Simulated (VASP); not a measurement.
Set up this calculation in VASP 6.6.1, as the native input.

```
Task                   : single point
Functional             : PBE
Potentials or basis    : VASP PAW PBE potentials, release 64 (Ga_d, P)
Cutoff                 : 520 eV
k mesh                 : 10 × 10 × 10
Occupations            : gaussian, width 0.05 eV
Spin                   : no spin polarisation
Dipole correction      : no
Further INCAR settings : ALGO = Normal; EDIFF = 1e-06; NBANDS = 16
```

The structure of GaP lies in POSCAR:

```
GaP
1.0
    0.0000000000      2.8270144719      2.7524237872
    2.7524237872      0.0000000000      2.7524237872
    2.7524237872      2.8270144719      0.0000000000
Ga P
1 1
Direct
    0.0000000000      0.0000000000      0.0000000000
    0.7500000000      0.7500000000      0.7500000000
```

This cell differs from its parent crystal: volume 21.417 Å^3 an atom, c/a of the conventional cell 1.0271.

These files were run (other wordings do the same):

INCAR

```
SYSTEM = GaP
PREC = Accurate
ENCUT = 520
EDIFF = 1E-6
ISMEAR = 0
SIGMA = 0.05
LREAL = .FALSE.
LASPH = .TRUE.
NELM = 100
ALGO = Normal
ISIF = 2
LWAVE = .FALSE.
LCHARG = .FALSE.
GGA = PE
NBANDS = 16
```

KPOINTS

```
regular mesh
0
G
  10 10 10
  0 0 0
```

Potentials or basis: VASP PAW PBE potentials, release 64 (Ga_d, P).

Run with:

```bash
$ cat potpaw_PBE.64/Ga_d/POTCAR potpaw_PBE.64/P/POTCAR > POTCAR
$ mpirun -np 1 vasp_std > vasp.out
```

It gave:

```json
{
  "Pressure": "-1.9 GPa",
  "Band gap on the k mesh": "1.31 eV, direct"
}
```

Run time: 71 s on 1 thread of Intel(R) Xeon(R) Platinum 8259CL CPU @ 2.50GHz (Skylake/Cascade Lake), with other jobs on the host, peak memory 0.21 GiB.
